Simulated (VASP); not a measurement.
# Li2S (Fm-3m) in VASP: a series of runs

Li2S is run at these levels: r2SCAN, PBE, PBE-based screened hybrid with 35 % exact exchange; tasks: single point.

All numbers are computed with VASP 6.6.1; they aren't measurements. Logs are shortened: lines on timing, memory, paths and dates and some standing lists are left out, and cuts for length are marked.

## 1. The cell of the first run

It takes space group Fm-3m (No. 225, cubic). The conventional cell has a = 5.691 Å, b = 5.691 Å, c = 5.691 Å, α = 90.00°, β = 90.00°, γ = 90.00°. Li (site symmetry -43m) has 4 S at 2.46 Å and 6 Li at 2.85 Å within 3.3 Å. Within 3.3 Å of S (site symmetry m-3m) lie 8 Li at 2.46 Å.

## 2. Single point, r2SCAN

POSCAR

```
Li2S
1.0
    0.0000000000      2.8452943747      2.8452943747
    2.8452943747      0.0000000000      2.8452943747
    2.8452943747      2.8452943747      0.0000000000
Li S
2 1
Direct
    0.2500000000      0.2500000000      0.2500000000
    0.7500000000      0.7500000000      0.7500000000
    0.0000000000      0.0000000000      0.0000000000
```

INCAR.step1

```
SYSTEM = Li2S
PREC = Accurate
ENCUT = 830
ISMEAR = 0
SIGMA = 0.01
LREAL = .FALSE.
LASPH = .TRUE.
NELM = 120
NBANDS = 13
GGA = PE
ALGO = Normal
EDIFF = 1E-5
LWAVE = .TRUE.
LCHARG = .FALSE.
GGA_COMPAT = .FALSE.
```

INCAR.step2

```
SYSTEM = Li2S
PREC = Accurate
ENCUT = 830
EDIFF = 1E-6
ISMEAR = 0
SIGMA = 0.01
LREAL = .FALSE.
LASPH = .TRUE.
NELM = 120
ALGO = Normal
ISIF = 2
LWAVE = .FALSE.
LCHARG = .TRUE.
METAGGA = R2SCAN
LMIXTAU = .TRUE.
LELF = .TRUE.
LVHAR = .TRUE.
NBANDS = 13
ISTART = 1
GGA_COMPAT = .FALSE.
```

KPOINTS

```
Automatic mesh
0
G
  6 6 6
  0 0 0
```

Potentials or basis: VASP PAW PBE potentials, release 64 (Li_sv, S).

Run with:

```bash
$ cat potpaw_PBE.64/Li_sv/POTCAR potpaw_PBE.64/S/POTCAR > POTCAR
$ cp INCAR.step1 INCAR
$ mpirun -np 1 vasp_std > vasp.out
$ cp INCAR.step2 INCAR
$ mpirun -np 1 vasp_std > vasp.out
```

OUTCAR:

```text
SYSTEM = Li2S
   PREC = Accurate
   ENCUT = 830
   EDIFF = 1E-6
   ISMEAR = 0
   LREAL = .FALSE.
   LASPH = .TRUE.
   NELM = 120
   ISIF = 2
   METAGGA = R2SCAN
   ISTART = 1

 ion  position               nearest neighbor table
   1  0.250  0.250  0.250-   3 2.46   3 2.46   3 2.46   3 2.46
   2  0.750  0.750  0.750-   3 2.46   3 2.46   3 2.46   3 2.46
   3  0.000  0.000  0.000-   2 2.46   2 2.46   2 2.46   1 2.46   2 2.46   1 2.46   1 2.46   1 2.46

  LATTYP: Found a face centered cubic cell.
 ALAT       =     5.6905887494

  Lattice vectors:

 A1 = (   0.0000000000,   2.8452943747,   2.8452943747)
 A2 = (   2.8452943747,   0.0000000000,   2.8452943747)
 A3 = (   2.8452943747,   2.8452943747,   0.0000000000)

Analysis of symmetry for initial positions (statically):
=====================================================================
 Subroutine PRICEL returns:
 Original cell was already a primitive cell.

 Routine SETGRP: Setting up the symmetry group for a
 face centered cubic supercell.

 Subroutine GETGRP returns: Found 48 space group operations
 (whereof 48 operations were pure point group operations)
 out of a pool of 48 trial point group operations.

The static configuration has the point symmetry O_h .

Analysis of symmetry for dynamics (positions and initial velocities):
=====================================================================
 Subroutine PRICEL returns:
 Original cell was already a primitive cell.

 Routine SETGRP: Setting up the symmetry group for a
 face centered cubic supercell.

 Subroutine GETGRP returns: Found 48 space group operations
 (whereof 48 operations were pure point group operations)
 out of a pool of 48 trial point group operations.

The dynamic configuration has the point symmetry O_h .

 Subroutine INISYM returns: Found 48 space group operations
 (whereof 48 operations are pure point group operations),
 and found     1 'primitive' translations

----------------------------------------------------------------------------------------

                                     Primitive cell

  volume of cell :      46.0693

  direct lattice vectors                    reciprocal lattice vectors
     0.000000000  2.845294375  2.845294375    -0.175728742  0.175728742  0.175728742
     2.845294375  0.000000000  2.845294375     0.175728742 -0.175728742  0.175728742
     2.845294375  2.845294375  0.000000000     0.175728742  0.175728742 -0.175728742

  length of vectors
[... 87 lines left out ...]
   NUPDOWN=      -1.0000    fix difference up-down
   EMIN   =  10.00;   EMAX   =-10.00  energy-range for DOS
   EFERMI =   0.00;   METHOD = LEGACY
   ISMEAR =     0;   SIGMA  =   0.01  broadening in eV -4-tet -1-fermi 0-gaus
   EFERMI_NEDOS =   21; number of points for ismear=-14 and -15
   IALGO  =     38    algorithm
   IMIX   =      4    mixing-type and parameters
     AMIX     =   0.40;   BMIX     =  1.00
     AMIX_MAG =   1.60;   BMIX_MAG =  1.00
  volume/ion in A,a.u.               =      15.36       103.63
  Fermi-wavevector in a.u.,A,eV,Ry     =   1.045518  1.975742 14.872626  1.093107
  Thomas-Fermi vector in A             =   2.180317
   LORBIT       =      0    0 simple, 1 ext, 2 COOP (PROOUT), +10 PAW based schemes
   METAGGA = R2SCAN    functional components
   LHFCALC =     F    Hartree Fock is set to
   AEXX    =    0.0000 exact exchange contribution
   IVDW    =     0    specifies the selected vdW correction
   LEPSILON=     F    determine dielectric tensor
   LRPA    =     F    only Hartree local field effects (RPA)
 non-spin polarized calculation
 Gauss-broadening in eV      SIGMA  =   0.01
  energy-cutoff  :      830.00
  volume of cell :       46.07
 maximum number of plane-waves:      2529
 NGX is ok and might be reduce to    40
   NGX = 19   NGY = 19   NGZ = 19

 number of electron      12.0000004 magnetization

 Free energy of the ion-electron system (eV)
  ---------------------------------------------------
  ext. energy  EPLUGINS =         0.00000000
  ---------------------------------------------------
  free energy    TOTEN  =       -17.38388604 eV

  energy without entropy =      -17.38388604  energy(sigma->0) =      -17.38388604

 E-fermi :   1.3825     XC(G=0):  -8.9250

 val. band max:        1.2125825658   @ k =   0.0000   0.0000   0.0000
 cond. band min:       5.0687086509   @ k =   0.5000   0.5000   0.0000
 fundamental gap:      3.8561260851
 Fermi energy:         1.3824895502

 k-point     1 :       0.0000    0.0000    0.0000
  band No.  band energies     occupation
      1     -44.3905      2.00000
      2     -44.3489      2.00000
      3     -10.2744      2.00000
      4       1.2126      2.00000
      5       1.2126      2.00000
      6       1.2126      2.00000
      7       6.2633      0.00000
      8       8.1207      0.00000
      9       8.1207      0.00000
     10       8.1207      0.00000
     11      12.9770      0.00000
     12      12.9770      0.00000
     13      14.6538      0.00000
[... 226 lines left out ...]
  band No.  band energies     occupation
      1     -44.3720      2.00000
      2     -44.3651      2.00000
      3      -9.6951      2.00000
      4      -0.7852      2.00000
      5      -0.4772      2.00000
      6      -0.4277      2.00000
      7       6.3780      0.00000
      8       9.9762      0.00000
      9      10.3670      0.00000
     10      12.1898      0.00000
     11      13.7945      0.00000
     12      14.7033      0.00000
     13      14.7810      0.00000

------------------------ aborting loop because EDIFF is reached ----------------------------------------

  FORCE on cell =-STRESS in cart. coord.  units (eV):
  Direction    XX          YY          ZZ          XY          YZ          ZX
  --------------------------------------------------------------------------------------
  -------------------------------------------------------------------------------------
  Total       -0.0580859     -0.0580859     -0.0580859     -0.0000000      0.0000000     -0.0000000
  in kB       -2.0200839     -2.0200839     -2.0200839     -0.0000000      0.0000000     -0.0000000
  external PRESSURE =      -2.0200839 kB  Pullay stress =       0.0000000 kB

 VOLUME and BASIS-vectors are now :
 -----------------------------------------------------------------------------
  energy-cutoff  :      830.00
  volume of cell :       46.07
      direct lattice vectors                 reciprocal lattice vectors
     0.000000000  2.845294375  2.845294375    -0.175728742  0.175728742  0.175728742
     2.845294375  0.000000000  2.845294375     0.175728742 -0.175728742  0.175728742
     2.845294375  2.845294375  0.000000000     0.175728742  0.175728742 -0.175728742

 POSITION                                       TOTAL-FORCE (eV/Angst)
 -----------------------------------------------------------------------------------
      1.42265      1.42265      1.42265         0.000000      0.000000      0.000000
      4.26794      4.26794      4.26794        -0.000000     -0.000000     -0.000000
      0.00000      0.00000      0.00000         0.000000     -0.000000      0.000000
 -----------------------------------------------------------------------------------
    total drift:                                0.000000     -0.000000      0.000000

  FREE ENERGIE OF THE ION-ELECTRON SYSTEM (eV)
  ---------------------------------------------------
  free  energy   TOTEN  =       -17.3838860440 eV

  energy  without entropy=      -17.3838860440  energy(sigma->0) =      -17.38388604
```

It took 3.9 min on 1 thread of Intel Xeon 8259CL, shared host; peak memory 0.26 GiB.

What came out:

| Item | Value |
| --- | --- |
| Free energy | -17.3839 eV |
| Pressure | -0.2 GPa |
| Band gap on the k mesh | 3.86 eV (least direct gap 5.05 eV) |

Caveat: the PAW data sets were made with another functional, which shifts forces and pressure a little. r2SCAN opens gaps a little over a GGA but as a rule still falls short of measured ones.

## 3. Single point, PBE

INCAR

```
SYSTEM = Li2S
PREC = Accurate ; ENCUT = 750
EDIFF = 1E-6 ; ISMEAR = 0
SIGMA = 0.01 ; LREAL = .FALSE.
LASPH = .TRUE. ; NELM = 120
ALGO = Normal ; ISIF = 2
LWAVE = .FALSE. ; LCHARG = .FALSE.
GGA = PE ; NBANDS = 13
ISYM = 0 ; GGA_COMPAT = .FALSE.
```

KPOINTS

```
Automatic mesh
0
Gamma
  6 6 6
  0.5 0.5 0.5
```

POSCAR is that of step 2.

Potentials or basis: VASP PAW PBE potentials, release 64 (Li_sv, S).

Run with:

```bash
$ cat potpaw_PBE.64/Li_sv/POTCAR potpaw_PBE.64/S/POTCAR > POTCAR
$ mpirun -np 1 vasp_std > vasp.out
```

OUTCAR:

```text
SYSTEM = Li2S
   PREC = Accurate
   ENCUT = 750
   EDIFF = 1E-6
   ISMEAR = 0
   LREAL = .FALSE.
   LASPH = .TRUE.
   NELM = 120
   ISIF = 2
   GGA = PE
   ISYM = 0

 ion  position               nearest neighbor table
   1  0.250  0.250  0.250-   3 2.46   3 2.46   3 2.46   3 2.46
   2  0.750  0.750  0.750-   3 2.46   3 2.46   3 2.46   3 2.46
   3  0.000  0.000  0.000-   2 2.46   2 2.46   2 2.46   1 2.46   2 2.46   1 2.46   1 2.46   1 2.46

IMPORTANT INFORMATION: All symmetrisations will be switched off!
NOSYMM: (Re-)initialisation of all symmetry stuff for point group C_1.

----------------------------------------------------------------------------------------

                                     Primitive cell

  volume of cell :      46.0693

  direct lattice vectors                    reciprocal lattice vectors
     0.000000000  2.845294375  2.845294375    -0.175728742  0.175728742  0.175728742
     2.845294375  0.000000000  2.845294375     0.175728742 -0.175728742  0.175728742
     2.845294375  2.845294375  0.000000000     0.175728742  0.175728742 -0.175728742

  length of vectors
     4.023853894  4.023853894  4.023853894     0.304371109  0.304371109  0.304371109

  position of ions in fractional coordinates (direct lattice)
     0.250000000  0.250000000  0.250000000
     0.750000000  0.750000000  0.750000000
     0.000000000  0.000000000  0.000000000

  ion indices of the primitive-cell ions
   primitive index   ion index
                 1           1
                 2           2
                 3           3

----------------------------------------------------------------------------------------

 KPOINTS: Automatic mesh

Automatic generation of k-mesh.
 Grid dimensions read from file:
 generate k-points for:    6    6    6

 Generating k-lattice:

  Cartesian coordinates                     Fractional coordinates (reciprocal lattice)
    -0.029288124  0.029288124  0.029288124     0.166666667  0.000000000  0.000000000
     0.029288124 -0.029288124  0.029288124     0.000000000  0.166666667  0.000000000
[... 89 lines left out ...]
 non-spin polarized calculation
 Gauss-broadening in eV      SIGMA  =   0.01
  energy-cutoff  :      750.00
  volume of cell :       46.07
 maximum number of plane-waves:      2167
   NGX = 17   NGY = 17   NGZ = 17

 number of electron      11.9999998 magnetization

 Free energy of the ion-electron system (eV)
  ---------------------------------------------------
  ext. energy  EPLUGINS =         0.00000000
  ---------------------------------------------------
  free energy    TOTEN  =       -11.99474808 eV

  energy without entropy =      -11.99474808  energy(sigma->0) =      -11.99474808

 E-fermi :   1.5134     XC(G=0):  -8.5225

 val. band max:        1.4453547006   @ k =   0.0000   0.0833   0.0000
 cond. band min:       5.1046763207   @ k =   0.5000   0.5000  -0.0833
 fundamental gap:      3.6593216201
 Fermi energy:         1.5133673152

 k-point     1 :       0.0833    0.0833    0.0833
  band No.  band energies     occupation
      1     -42.6762      2.00000
      2     -42.6345      2.00000
      3      -9.5228      2.00000
      4       1.1956      2.00000
      5       1.4454      2.00000
      6       1.4454      2.00000
      7       5.9935      0.00000
      8       7.8318      0.00000
      9       7.8318      0.00000
     10       7.8780      0.00000
     11      12.0757      0.00000
     12      12.0757      0.00000
     13      13.9987      0.00000
[... 354 lines left out ...]
  band No.  band energies     occupation
      1     -42.6635      2.00000
      2     -42.6459      2.00000
      3      -9.1853      2.00000
      4      -0.9709      2.00000
      5       0.8194      2.00000
      6       1.0846      2.00000
      7       7.5153      0.00000
      8       8.1112      0.00000
      9       8.3580      0.00000
     10       9.6628      0.00000
     11      11.4297      0.00000
     12      13.3077      0.00000
     13      15.0765      0.00000

 [... further k-points ...]

------------------------ aborting loop because EDIFF is reached ----------------------------------------

  FORCE on cell =-STRESS in cart. coord.  units (eV):
  Direction    XX          YY          ZZ          XY          YZ          ZX
  --------------------------------------------------------------------------------------
  -------------------------------------------------------------------------------------
  Total        0.0573361      0.0573338      0.0573329     -0.0000040     -0.0000058     -0.0000048
  in kB        1.9940093      1.9939285      1.9938962     -0.0001392     -0.0002011     -0.0001675
  external PRESSURE =       1.9939447 kB  Pullay stress =       0.0000000 kB

 VOLUME and BASIS-vectors are now :
 -----------------------------------------------------------------------------
  energy-cutoff  :      750.00
  volume of cell :       46.07
      direct lattice vectors                 reciprocal lattice vectors
     0.000000000  2.845294375  2.845294375    -0.175728742  0.175728742  0.175728742
     2.845294375  0.000000000  2.845294375     0.175728742 -0.175728742  0.175728742
     2.845294375  2.845294375  0.000000000     0.175728742  0.175728742 -0.175728742

 POSITION                                       TOTAL-FORCE (eV/Angst)
 -----------------------------------------------------------------------------------
      1.42265      1.42265      1.42265        -0.000002     -0.000002     -0.000002
      4.26794      4.26794      4.26794         0.000002      0.000003      0.000001
      0.00000      0.00000      0.00000         0.000000     -0.000001      0.000001
 -----------------------------------------------------------------------------------
    total drift:                               -0.000001     -0.000001     -0.000000

  FREE ENERGIE OF THE ION-ELECTRON SYSTEM (eV)
  ---------------------------------------------------
  free  energy   TOTEN  =       -11.9947480825 eV

  energy  without entropy=      -11.9947480825  energy(sigma->0) =      -11.99474808
```

Run time: 9.8 min. Hardware: 1 thread of Intel Xeon 8259CL, shared host; peak memory 0.49 GiB.

Results:

```
Free energy            : -11.9947 eV
Pressure               : 0.2 GPa
Band gap on the k mesh : 3.66 eV (least direct gap 4.55 eV)
```

Caveat: a shifted mesh leaves out Γ, where band edges can lie.

[end of part 1 of 2]
